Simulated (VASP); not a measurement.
# Bi2Te2O3 (P6/mmm) in VASP: further runs

Runs on Bi2Te2O3. Level: PBE. Tasks: single point.

Everything below comes from runs of VASP 6.6.1. Logs are shortened: lines on timing, memory, paths and dates and some standing lists are left out, and cuts for length are marked.

## 1. The cell of the first run

Symmetry: P6/mmm, No. 191, hexagonal system. The conventional cell has a = 4.627 Å, b = 4.627 Å, c = 11.679 Å, α = 90.00°, β = 90.00°, γ = 120.00°. Bi (site symmetry 6/mmm) has 6 O at 2.31 Å and 2 Te at 3.10 Å within 3.2 Å. Within 3.6 Å of Bi (site symmetry 6/mmm) lie 2 Te at 2.74 Å. Te (site symmetry 6mm) has 2 Bi at 2.74 to 3.10 Å within 3.6 Å. Within 3.1 Å of O (site symmetry mmm) lie 4 O at 2.31 Å and 2 Bi at 2.31 Å.

The cell was generated, and may not be a known phase.

## 2. Single point, PBE

File INCAR:

```
SYSTEM = Bi2Te2O3
ALGO = Normal ; EDIFF = 1E-6
ENCUT = 520 ; GGA = PE
ISIF = 2 ; ISMEAR = 0
LASPH = .True. ; LCHARG = .False.
LREAL = .False. ; LWAVE = .False.
NBANDS = 39 ; NELM = 80
PREC = Accurate ; SIGMA = 0.15
```

File KPOINTS:

```
k-points
0
Gamma
  3 3 2
  0 0 0
```

File POSCAR:

```
Bi2Te2O3
1.0
    4.6265094408     -0.0000000029      0.0000000000
   -2.3132547179      4.0066747080      0.0000000000
    0.0000000000      0.0000000000     11.6793510234
Bi Te O
2 2 3
Direct
    0.0000000000      0.0000000000      0.0000000000
    0.0000000000      0.0000000000      0.5000000000
    0.0000000000      0.0000000000      0.7344158586
    0.0000000000      0.0000000000      0.2655841414
    0.5000000000      0.0000000000      0.0000000000
    0.0000000000      0.5000000000      0.0000000000
    0.5000000000      0.5000000000      0.0000000000
```

Potentials or basis: VASP PAW PBE potentials, release 64 (Bi_d, Te, O).

Launch:

```
$ cat potpaw_PBE.64/Bi_d/POTCAR potpaw_PBE.64/Te/POTCAR potpaw_PBE.64/O/POTCAR > POTCAR
$ mpirun -np 1 vasp_std > vasp.out
```

OUTCAR:

```text
SYSTEM = Bi2Te2O3
   EDIFF = 1E-6
   ENCUT = 520
   GGA = PE
   ISIF = 2
   ISMEAR = 0
   LASPH = .True.
   LREAL = .False.
   NELM = 80
   PREC = Accurate

 ion  position               nearest neighbor table
   1  0.000  0.000  0.000-   7 2.31   7 2.31   6 2.31   6 2.31   5 2.31   5 2.31   3 3.10   4 3.10

   2  0.000  0.000  0.500-   3 2.74   4 2.74
   3  0.000  0.000  0.734-   2 2.74   1 3.10
   4  0.000  0.000  0.266-   2 2.74   1 3.10
   5  0.500  0.000  0.000-   1 2.31   1 2.31
   6  0.000  0.500  0.000-   1 2.31   1 2.31
   7  0.500  0.500  0.000-   1 2.31   1 2.31

  LATTYP: Found a hexagonal cell.
 ALAT       =     4.6265094408
 C/A-ratio  =     2.5244411954

  Lattice vectors:

 A1 = (   4.6265094408,  -0.0000000029,   0.0000000000)
 A2 = (  -2.3132547179,   4.0066747080,   0.0000000000)
 A3 = (   0.0000000000,   0.0000000000,  11.6793510234)

Analysis of symmetry for initial positions (statically):
=====================================================================
 Subroutine PRICEL returns:
 Original cell was already a primitive cell.

 Routine SETGRP: Setting up the symmetry group for a
 hexagonal supercell.

 Subroutine GETGRP returns: Found 24 space group operations
 (whereof 24 operations were pure point group operations)
 out of a pool of 24 trial point group operations.

The static configuration has the point symmetry D_6h.

Analysis of symmetry for dynamics (positions and initial velocities):
=====================================================================
 Subroutine PRICEL returns:
 Original cell was already a primitive cell.

 Routine SETGRP: Setting up the symmetry group for a
 hexagonal supercell.

 Subroutine GETGRP returns: Found 24 space group operations
 (whereof 24 operations were pure point group operations)
 out of a pool of 24 trial point group operations.

The dynamic configuration has the point symmetry D_6h.

 Subroutine INISYM returns: Found 24 space group operations
 (whereof 24 operations are pure point group operations),
 and found     1 'primitive' translations

----------------------------------------------------------------------------------------

[... 82 lines left out ...]
   NELM   =     80;   NELMIN=  2; NELMDL= -5     # of ELM steps
   EDIFF  = 0.1E-05   stopping-criterion for ELM
   LREAL  =      F    real-space projection
   EDIFFG = 0.1E-04   stopping-criterion for IOM
   NSW    =      0    number of steps for IOM
   IBRION =     -1    ionic relax: 0-MD 1-quasi-New 2-CG
   NFREE  =      0    steps in history (QN), initial steepest desc. (CG)
   ISIF   =      2    stress and relaxation
   ISYM   =      2    0-nonsym 1-usesym 2-fastsym
   POTIM  = 0.5000    time-step for ionic-motion
   TEBEG  =    0.0;   TEEND  =   0.0 temperature during run
   PSTRESS=    0.0 pullay stress
   NELECT =      60.0000    total number of electrons
   NUPDOWN=      -1.0000    fix difference up-down
   EMIN   =  10.00;   EMAX   =-10.00  energy-range for DOS
   EFERMI =   0.00;   METHOD = LEGACY
   ISMEAR =     0;   SIGMA  =   0.15  broadening in eV -4-tet -1-fermi 0-gaus
   EFERMI_NEDOS =   21; number of points for ismear=-14 and -15
   IALGO  =     38    algorithm
   IMIX   =      4    mixing-type and parameters
     AMIX     =   0.40;   BMIX     =  1.00
     AMIX_MAG =   1.60;   BMIX_MAG =  1.00
  volume/ion in A,a.u.               =      30.93       208.72
  Fermi-wavevector in a.u.,A,eV,Ry     =   1.067349  2.016997 15.500222  1.139234
  Thomas-Fermi vector in A             =   2.202963
   LORBIT       =      0    0 simple, 1 ext, 2 COOP (PROOUT), +10 PAW based schemes
   GGA     = PE    functional components
   LHFCALC =     F    Hartree Fock is set to
   AEXX    =    0.0000 exact exchange contribution
   IVDW    =     0    specifies the selected vdW correction
   LEPSILON=     F    determine dielectric tensor
   LRPA    =     F    only Hartree local field effects (RPA)
 non-spin polarized calculation
 Gauss-broadening in eV      SIGMA  =   0.15
  energy-cutoff  :      520.00
  volume of cell :      216.50
 maximum number of plane-waves:      5869
 NGX is ok and might be reduce to    36
   NGX = 17   NGY = 17   NGZ = 43

 number of electron      59.9999995 magnetization

 Free energy of the ion-electron system (eV)
  ---------------------------------------------------
  ext. energy  EPLUGINS =         0.00000000
  ---------------------------------------------------
  free energy    TOTEN  =       -25.10483862 eV

  energy without entropy =      -25.02592844  energy(sigma->0) =      -25.06538353

 E-fermi :   2.2443     XC(G=0):  -8.0354

 val. band max:        2.1925440213   @ k =   0.0000   0.0000   0.5000
 cond. band min:       2.2879090326   @ k =   0.3333  -0.0000   0.5000
 fundamental gap:      0.0953650114
 Fermi energy:         2.2443047389

 k-point     1 :       0.0000    0.0000    0.0000
  band No.  band energies     occupation
      1     -20.8712      2.00000
      2     -20.8491      2.00000
      3     -20.8491      2.00000
      4     -20.7728      2.00000
      5     -20.7728      2.00000
      6     -20.2273      2.00000
[... 241 lines left out ...]
     38       7.7165      0.00000
     39       9.3641      0.00000

------------------------ aborting loop because EDIFF is reached ----------------------------------------

  FORCE on cell =-STRESS in cart. coord.  units (eV):
  Direction    XX          YY          ZZ          XY          YZ          ZX
  --------------------------------------------------------------------------------------
  -------------------------------------------------------------------------------------
  Total        0.1297927      0.1297927     -0.1603776     -0.0000000     -0.0000000      0.0000000
  in kB        0.9605158      0.9605158     -1.1868563     -0.0000000     -0.0000000      0.0000000
  external PRESSURE =       0.2447251 kB  Pullay stress =       0.0000000 kB

 VOLUME and BASIS-vectors are now :
 -----------------------------------------------------------------------------
  energy-cutoff  :      520.00
  volume of cell :      216.50
      direct lattice vectors                 reciprocal lattice vectors
     4.626509441 -0.000000003  0.000000000     0.216145674  0.124791763  0.000000000
    -2.313254718  4.006674708  0.000000000     0.000000000  0.249583526  0.000000000
     0.000000000  0.000000000 11.679351023     0.000000000  0.000000000  0.085621196

 POSITION                                       TOTAL-FORCE (eV/Angst)
 -----------------------------------------------------------------------------------
      0.00000      0.00000      0.00000         0.000000      0.000000      0.000000
      0.00000      0.00000      5.83968         0.000000      0.000000      0.000000
      0.00000      0.00000      8.57750        -0.000000     -0.000000      0.007013
      0.00000      0.00000      3.10185         0.000000     -0.000000     -0.007013
      2.31325     -0.00000      0.00000         0.000000      0.000000      0.000000
     -1.15663      2.00334      0.00000         0.000000      0.000000      0.000000
      1.15663      2.00334      0.00000         0.000000      0.000000      0.000000
 -----------------------------------------------------------------------------------
    total drift:                                0.000000      0.000000     -0.000000

  FREE ENERGIE OF THE ION-ELECTRON SYSTEM (eV)
  ---------------------------------------------------
  free  energy   TOTEN  =       -25.1048386228 eV

  energy  without entropy=      -25.0259284358  energy(sigma->0) =      -25.06538353
```

OSZICAR:

```text
N       E                     dE             d eps       ncg     rms          rms(c)
DAV:   1     0.599226301633E+03    0.59923E+03   -0.27882E+04   468   0.147E+03
DAV:   2     0.474259173789E+02   -0.55180E+03   -0.53078E+03   535   0.385E+02
DAV:   3    -0.309899106062E+02   -0.78416E+02   -0.74778E+02   586   0.159E+02
[... 11 lines left out ...]
DAV:  15    -0.251049046466E+02    0.40756E-05   -0.76525E-05   496   0.457E-02    0.934E-02
DAV:  16    -0.251048472964E+02    0.57350E-04   -0.18942E-04   548   0.595E-02    0.265E-02
DAV:  17    -0.251048381234E+02    0.91730E-05   -0.22025E-05   510   0.219E-02    0.128E-02
DAV:  18    -0.251048393275E+02   -0.12042E-05   -0.19813E-06   473   0.564E-03    0.101E-02
DAV:  19    -0.251048386228E+02    0.70479E-06   -0.18544E-06   364   0.523E-03
   1 F= -.25104839E+02 E0= -.25065384E+02  d E =-.789102E-01
```

Wall time 1.9 min (1 thread of Intel Xeon Platinum 8259CL at 2.50GHz (Skylake/Cascade Lake), shared host); peak memory 0.34 GiB.

Results:

| Item | Value |
| --- | --- |
| Free energy | -25.1048 eV |
| Pressure | 0.0 GPa |
| Largest force | 0.007 eV/Å |
| Band gap on the k mesh | zero (bands 30 and 31 overlap by 0.14 eV) |

Forces in eV/Å, atoms in the order of the input:
```
Bi   0.000  0.000  0.000
Bi   0.000  0.000  0.000
Te   0.000  0.000  0.007
Te   0.000  0.000 -0.007
O    0.000  0.000  0.000
O    0.000  0.000  0.000
O    0.000  0.000  0.000
```

Stress tensor (GPa, compression positive):
```
 0.10  0.00  0.00
 0.00  0.10  0.00
 0.00  0.00 -0.12
```

Levels at points of the mesh, in eV from the Fermi level:
```csv
k point,band 28,band 29,band 30,band 31,band 32,band 33
"(0.00, 0.00, 0.00)",-0.07,-0.07,0.18,1.16,1.16,1.67
"(0.00, 0.00, 0.50)",-0.47,-0.05,-0.05,1.16,1.16,1.66
```

Caveat: the k points lie up to 0.52 Å⁻¹ apart; spin-orbit coupling is left out, which moves the levels of the heavy elements.

## 3. Single point, PBE

This run uses another cell than the first one, of 41.40 Å³/atom.

File INCAR:

```
SYSTEM = Bi2Te2O3
PREC = Accurate ; ENCUT = 520
EDIFF = 1E-6 ; ISMEAR = 0
SIGMA = 0.15 ; LREAL = .FALSE.
LASPH = .TRUE. ; NELM = 60
ALGO = Normal ; ISIF = 2
LWAVE = .FALSE. ; LCHARG = .FALSE.
GGA = PE ; NBANDS = 39
```

File KPOINTS:

```
Automatic mesh
0
G
  3 3 2
  0 0 0
```

File POSCAR:

```
Bi2Te2O3
1.0
    7.1893116308      0.0000000000      0.0000000000
   -3.5946558154      6.2261265080      0.0000000000
    0.0000000000      0.0000000000      6.4735848907
Bi Te O
2 2 3
Direct
    0.3333333333      0.6666666667      0.0000000000
    0.6666666667      0.3333333333      0.0000000000
    0.3333333333      0.6666666667      0.5000000000
    0.6666666667      0.3333333333      0.5000000000
    0.5000000000      0.0000000000      0.0000000000
    0.0000000000      0.5000000000      0.0000000000
    0.5000000000      0.5000000000      0.0000000000
```

Potentials or basis: VASP PAW PBE potentials, release 64 (Bi_d, Te, O).

Launch:

```
$ cat potpaw_PBE.64/Bi_d/POTCAR potpaw_PBE.64/Te/POTCAR potpaw_PBE.64/O/POTCAR > POTCAR
$ mpirun -np 1 vasp_std > vasp.out
```

OUTCAR:

```text
SYSTEM = Bi2Te2O3
   PREC = Accurate
   ENCUT = 520
   EDIFF = 1E-6
   ISMEAR = 0
   LREAL = .FALSE.
   LASPH = .TRUE.
   NELM = 60
   ISIF = 2
   GGA = PE

 ion  position               nearest neighbor table
   1  0.333  0.667  0.000-   6 2.08   5 2.08   7 2.08   3 3.24   3 3.24
   2  0.667  0.333  0.000-   6 2.08   5 2.08   7 2.08   4 3.24   4 3.24
   3  0.333  0.667  0.500-   1 3.24   1 3.24
   4  0.667  0.333  0.500-   2 3.24   2 3.24
   5  0.500  0.000  0.000-   1 2.08   2 2.08
   6  0.000  0.500  0.000-   1 2.08   2 2.08
   7  0.500  0.500  0.000-   1 2.08   2 2.08

  LATTYP: Found a hexagonal cell.
 ALAT       =     7.1893116308
 C/A-ratio  =     0.9004457204

  Lattice vectors:

 A1 = (   7.1893116308,   0.0000000000,   0.0000000000)
 A2 = (  -3.5946558154,   6.2261265080,   0.0000000000)
 A3 = (   0.0000000000,   0.0000000000,   6.4735848907)

Analysis of symmetry for initial positions (statically):
=====================================================================
 Subroutine PRICEL returns:
 Original cell was already a primitive cell.

 Routine SETGRP: Setting up the symmetry group for a
 hexagonal supercell.

 Subroutine GETGRP returns: Found 24 space group operations
 (whereof 24 operations were pure point group operations)
 out of a pool of 24 trial point group operations.

The static configuration has the point symmetry D_6h.

Analysis of symmetry for dynamics (positions and initial velocities):
=====================================================================
 Subroutine PRICEL returns:
 Original cell was already a primitive cell.

 Routine SETGRP: Setting up the symmetry group for a
 hexagonal supercell.

 Subroutine GETGRP returns: Found 24 space group operations
 (whereof 24 operations were pure point group operations)
 out of a pool of 24 trial point group operations.

The dynamic configuration has the point symmetry D_6h.

[... 111 lines left out ...]
  Fermi-wavevector in a.u.,A,eV,Ry     =   0.968520  1.830237 12.762684  0.938031
  Thomas-Fermi vector in A             =   2.098496
   LORBIT       =      0    0 simple, 1 ext, 2 COOP (PROOUT), +10 PAW based schemes
   GGA     = PE    functional components
   LHFCALC =     F    Hartree Fock is set to
   AEXX    =    0.0000 exact exchange contribution
   IVDW    =     0    specifies the selected vdW correction
   LEPSILON=     F    determine dielectric tensor
   LRPA    =     F    only Hartree local field effects (RPA)
 non-spin polarized calculation
 Gauss-broadening in eV      SIGMA  =   0.15
  energy-cutoff  :      520.00
  volume of cell :      289.77
 maximum number of plane-waves:      7848
 NGX is ok and might be reduce to    54
   NGX = 27   NGY = 27   NGZ = 25

 number of electron      59.9999980 magnetization

 Free energy of the ion-electron system (eV)
  ---------------------------------------------------
  ext. energy  EPLUGINS =         0.00000000
  ---------------------------------------------------
  free energy    TOTEN  =       -29.83896795 eV

  energy without entropy =      -29.76434031  energy(sigma->0) =      -29.80165413

 E-fermi :   0.2040     XC(G=0):  -6.4736

 val. band max:        0.0807026982   @ k =   0.3333   0.0000   0.5000
 cond. band min:       0.2262389216   @ k =   0.0000   0.0000   0.5000
 fundamental gap:      0.1455362234
 Fermi energy:         0.2039953939

 k-point     1 :       0.0000    0.0000    0.0000
  band No.  band energies     occupation
      1     -22.8223      2.00000
      2     -22.7482      2.00000
      3     -22.7482      2.00000
      4     -22.6716      2.00000
      5     -22.5490      2.00000
      6     -22.5490      2.00000
[... 241 lines left out ...]
     38       5.7575      0.00000
     39       6.1938      0.00000

------------------------ aborting loop because EDIFF is reached ----------------------------------------

  FORCE on cell =-STRESS in cart. coord.  units (eV):
  Direction    XX          YY          ZZ          XY          YZ          ZX
  --------------------------------------------------------------------------------------
  -------------------------------------------------------------------------------------
  Total        0.0872272      0.0872272      0.0638407      0.0000000      0.0000000      0.0000000
  in kB        0.4822944      0.4822944      0.3529867      0.0000000      0.0000000      0.0000000
  external PRESSURE =       0.4391918 kB  Pullay stress =       0.0000000 kB

 VOLUME and BASIS-vectors are now :
 -----------------------------------------------------------------------------
  energy-cutoff  :      520.00
  volume of cell :      289.77
      direct lattice vectors                 reciprocal lattice vectors
     7.189311631  0.000000000  0.000000000     0.139095375  0.080306752  0.000000000
    -3.594655815  6.226126508  0.000000000     0.000000000  0.160613505  0.000000000
     0.000000000  0.000000000  6.473584891     0.000000000  0.000000000  0.154473915

 POSITION                                       TOTAL-FORCE (eV/Angst)
 -----------------------------------------------------------------------------------
     -0.00000      4.15075      0.00000         0.000000     -0.000000      0.000000
      3.59466      2.07538      0.00000        -0.000000      0.000000     -0.000000
     -0.00000      4.15075      3.23679        -0.000000     -0.000000     -0.000000
      3.59466      2.07538      3.23679         0.000000      0.000000     -0.000000
      3.59466      0.00000      0.00000        -0.000000      0.000000     -0.000000
     -1.79733      3.11306      0.00000        -0.000000      0.000000     -0.000000
      1.79733      3.11306      0.00000        -0.000000      0.000000     -0.000000
 -----------------------------------------------------------------------------------
    total drift:                                0.000000      0.000000     -0.000000

  FREE ENERGIE OF THE ION-ELECTRON SYSTEM (eV)
  ---------------------------------------------------
  free  energy   TOTEN  =       -29.8389679518 eV

  energy  without entropy=      -29.7643403100  energy(sigma->0) =      -29.80165413
```

OSZICAR:

```text
N       E                     dE             d eps       ncg     rms          rms(c)
DAV:   1     0.579033422534E+03    0.57903E+03   -0.27441E+04   508   0.139E+03
DAV:   2     0.399652558792E+02   -0.53907E+03   -0.52349E+03   566   0.350E+02
DAV:   3    -0.343995430083E+02   -0.74365E+02   -0.72948E+02   593   0.152E+02
DAV:   4    -0.378475608929E+02   -0.34480E+01   -0.34300E+01   570   0.367E+01
DAV:   5    -0.379921983640E+02   -0.14464E+00   -0.14459E+00   651   0.711E+00    0.167E+01
DAV:   6    -0.310550506838E+02    0.69371E+01   -0.58264E+01   794   0.577E+01    0.106E+01
DAV:   7    -0.299093273816E+02    0.11457E+01   -0.13485E+01   541   0.151E+01    0.344E+00
DAV:   8    -0.298860663159E+02    0.23261E-01   -0.12364E+00   529   0.490E+00    0.242E+00
DAV:   9    -0.298414509710E+02    0.44615E-01   -0.22439E-01   650   0.301E+00    0.692E-01
DAV:  10    -0.298383151916E+02    0.31358E-02   -0.45692E-02   541   0.111E+00    0.294E-01
DAV:  11    -0.298396218511E+02   -0.13067E-02   -0.97288E-03   655   0.453E-01    0.292E-01
DAV:  12    -0.298394427727E+02    0.17908E-03   -0.87398E-03   525   0.315E-01    0.159E-01
DAV:  13    -0.298390136898E+02    0.42908E-03   -0.15610E-03   498   0.137E-01    0.125E-02
DAV:  14    -0.298390192701E+02   -0.55803E-05   -0.25758E-04   562   0.642E-02    0.518E-02
DAV:  15    -0.298389678777E+02    0.51392E-04   -0.17994E-04   498   0.468E-02    0.761E-03
DAV:  16    -0.298389673612E+02    0.51646E-06   -0.10050E-05   497   0.168E-02    0.901E-03
DAV:  17    -0.298389679518E+02   -0.59058E-06   -0.88068E-07   318   0.479E-03
   1 F= -.29838968E+02 E0= -.29801654E+02  d E =-.746276E-01
```

stdout:

```text
POSCAR found type information on POSCAR BiTeO
 POSCAR found :  3 types and       7 ions
 scaLAPACK will be used
 LDA part: xc-table for (Slater+PW92), standard interpolation
 POSCAR, INCAR and KPOINTS ok, starting setup
 FFT: planning ... GRIDC
 FFT: planning ... GRID_SOFT
 FFT: planning ... GRID
 WAVECAR not read
 entering main loop
```

Wall time 2.5 min (1 thread of Intel Xeon Platinum 8259CL at 2.50GHz (Skylake/Cascade Lake), shared host); peak memory 0.4 GiB.

Results:

```
Free energy            : -29.8390 eV
Pressure               : 0.0 GPa
Band gap on the k mesh : zero (bands 30 and 31 overlap by 0.75 eV)
```

Levels at points of the mesh, in eV from the Fermi level:
```tsv
k point	band 27	band 28	band 29	band 30	band 31	band 32
(0.00, 0.00, 0.00)	-1.26	-1.26	-0.78	0.07	0.07	1.28
(0.00, 0.00, 0.50)	-0.82	-0.82	-0.53	0.02	0.02	0.80
```

Caveat: the k points lie up to 0.49 Å⁻¹ apart, too coarse for converged energies and pressures of a metal; spin-orbit coupling is left out, which moves the levels of the heavy elements.

The gap in the log of VASP goes by the Fermi energy; the results here count the filled bands.